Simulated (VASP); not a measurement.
## Si (a cell with a defect): single point with PBE+D3(BJ)

The system is Si (a cell with a defect).

```
Si
1.0
     0.00000    5.43000    5.43000
     5.43000    0.00000    5.43000
     5.43000    5.43000    0.00000
Si
17
Direct
  0.00433 0.96056 0.01696
  0.11832 0.12392 0.13380
  0.97339 0.00920 0.50819
  0.11793 0.12393 0.62334
  0.00427 0.51811 0.01698
  0.19415 0.60181 0.10215
  0.00366 0.51773 0.46081
  0.11791 0.63476 0.62335
  0.49055 0.00273 0.00392
  0.62988 0.10754 0.13101
  0.49018 0.00284 0.50229
  0.60079 0.13328 0.63259
  0.57566 0.47479 0.97469
  0.62986 0.63151 0.13102
  0.49016 0.50462 0.50230
  0.62934 0.63158 0.60743
  0.99071 0.33648 0.83629
```

```yaml
Program: VASP 6.6.1
Task: single point
Functional: PBE
Dispersion: D3(BJ)
Potentials_or_basis: VASP PAW PBE potentials, release 64 (Si)
Cutoff: 520 eV
k_mesh: 2 × 2 × 2
Occupations: gaussian, width 0.05 eV
Spin: no spin polarisation
Dipole_correction: no
Further_INCAR_settings: LREAL = Auto; ALGO = Normal; EDIFF = 1e-07; NBANDS = 48
```

- Pressure: 1.4 GPa
- Largest force: 0.015 eV/Å
- Band gap on the k mesh: zero (bands 34 and 35 overlap by 0.07 eV)
- Dispersion energy per atom: -0.332 eV

Forces in eV/Å, atoms in the order of the input:
```
Si   0.012 -0.003 -0.003
Si   0.001 -0.003 -0.002
Si  -0.001  0.002  0.001
Si   0.000  0.003  0.003
Si   0.003 -0.001 -0.010
Si  -0.004  0.006  0.004
Si  -0.007 -0.010  0.008
Si  -0.004  0.002  0.000
Si  -0.002  0.004  0.003
Si   0.000  0.001  0.008
Si  -0.008  0.001  0.004
Si   0.007 -0.003 -0.006
Si   0.003 -0.010 -0.003
Si  -0.008 -0.001 -0.001
Si  -0.004  0.002  0.007
Si   0.006  0.013 -0.006
Si   0.006 -0.003 -0.007
```

Stress tensor (GPa, compression positive):
```
 1.44  0.50  0.50
 0.50  1.46 -0.50
 0.50 -0.50  1.44
```

Levels at points of the mesh, in eV from the Fermi level:
```
           k point  band 32  band 33  band 34  band 35  band 36  band 37
(0.00, 0.00, 0.00)    -0.71    -0.71    -0.50    -0.06    -0.05     0.26
(0.50, 0.00, 0.00)    -1.31    -1.30    -0.26     0.37     0.38     1.19
(0.00, 0.50, 0.00)    -1.36    -0.88    -0.17     0.19     0.70     0.93
(0.00, 0.00, 0.50)    -1.36    -0.87    -0.17     0.19     0.70     0.93
(0.50, 0.50, 0.50)    -1.36    -0.88    -0.17     0.19     0.70     0.93
(0.50, 0.50, 0.00)    -1.72    -0.78     0.01     0.39     1.30     1.46
(0.00, 0.50, 0.50)    -1.72    -0.78     0.01     0.39     1.30     1.46
(0.50, 0.00, 0.50)    -1.72    -0.78     0.01     0.38     1.29     1.46
```

Run time: 6.3 min on 1 thread of Intel Xeon 8259CL, on a shared host, peak memory 0.49 GiB.

Caveat: the k points lie up to 0.50 Å⁻¹ apart.
